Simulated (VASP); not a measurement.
Write the native input for VASP 6.6.1 that does the following.

| Item | Value |
| --- | --- |
| Task | single point |
| Functional | BLYP |
| Potentials or basis | VASP PAW PBE potentials, release 64 (Tl_d) |
| Cutoff | 520 eV |
| k mesh | 11 × 11 × 3 |
| Occupations | fermi-dirac, width 0.1 eV |
| Spin | no spin polarisation |
| Dipole correction | no |
| Further INCAR settings | ALGO = Normal; EDIFF = 1e-06; NBANDS = 34 |

The structure of Tl lies in POSCAR:

```
Tl
1.0
    3.5681847034      0.0000000000      0.0000000000
   -1.7840923517      3.0901385986      0.0000000000
    0.0000000000      0.0000000000     11.2909645313
Tl
4
Direct
    0.0000000000      0.0000000000      0.0000000000
    0.0000000000      0.0000000000      0.5000000000
    0.3333333333      0.6666666667      0.2500000000
    0.6666666667      0.3333333333      0.7500000000
```

This cell differs from its parent crystal: volume scaled by 0.88.

One way to write it, as run:

INCAR

```
AGGAC = 1.0
AGGAX = 1.0
ALDAC = 0.0
ALDAX = 1.0
ALGO = Normal
EDIFF = 1E-6
ENCUT = 520
GGA = B5
ISIF = 2
ISMEAR = -1
LASPH = True
LCHARG = True
LELF = True
LREAL = False
LVHAR = True
LWAVE = False
NBANDS = 34
NELM = 100
PREC = Accurate
SIGMA = 0.1
```

KPOINTS

```
k-points
0
Gamma
  11 11 3
```

Potentials or basis: VASP PAW PBE potentials, release 64 (Tl_d).

Run with:

```sh
$ cat potpaw_PBE.64/Tl_d/POTCAR > POTCAR
$ mpirun -np 1 vasp_std > vasp.out
```

Results of the run:

The pressure is 3.3 GPa. The band gap on the k mesh is zero (band 26 reaches 9.45 eV, above the bottom of band 27 at 5.33 eV).

Caveat: the PAW data sets were made with another functional, which shifts forces and pressure a little; spin-orbit coupling is left out, which moves the levels of the heavy elements.

It took 2.1 min on 1 thread of Oxide Virtual Turin-like Processor, on a shared host, peak memory 0.25 GiB.
